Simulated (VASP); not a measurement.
Runs of VASP 6.6.1 on Si3Sn. The structure is that of space group P-4m2 (No. 115), or close to it. The cells are those of the table. 

```csv
level,cell,k mesh,grid for exact exchange (PRECFOCK),screening parameter,gap on the mesh (eV),pressure (GPa),largest force (eV/Å)
HSE06,"a = 4.180, b = 4.038, c = 5.749 Å, 4 atoms",4 × 4 × 4,Normal,0.2079 1/Å,0.70,-2.9,0.01
r2SCAN,"a = 4.038, b = 4.038, c = 5.597 Å, 4 atoms",6 × 6 × 4,-,-,0.45,2.0,-
HSE06,"a = 4.038, b = 4.038, c = 5.597 Å, 4 atoms",4 × 4 × 4,Normal,0.2079 1/Å,(a),1.7,-
r2SCAN,"a = 4.180, b = 4.038, c = 5.749 Å, 4 atoms",6 × 6 × 4,-,-,(b),-2.6,0.01
```

Alike in all rows: task single point; potentials or basis VASP PAW PBE potentials, release 64 (Si, Sn_d); no spin polarisation; cutoff (eV) 520; smearing gaussian 0.01 eV.

Task: Estimate the missing entries.

Result: (a) 0.83; (b) 0.35.

Caveats: the PAW data sets were made with another functional, which shifts forces and pressure a little; spin-orbit coupling is left out, which moves the levels of the heavy elements.

A k mesh can miss the band edges, and the runs leave out spin-orbit coupling on Sn.
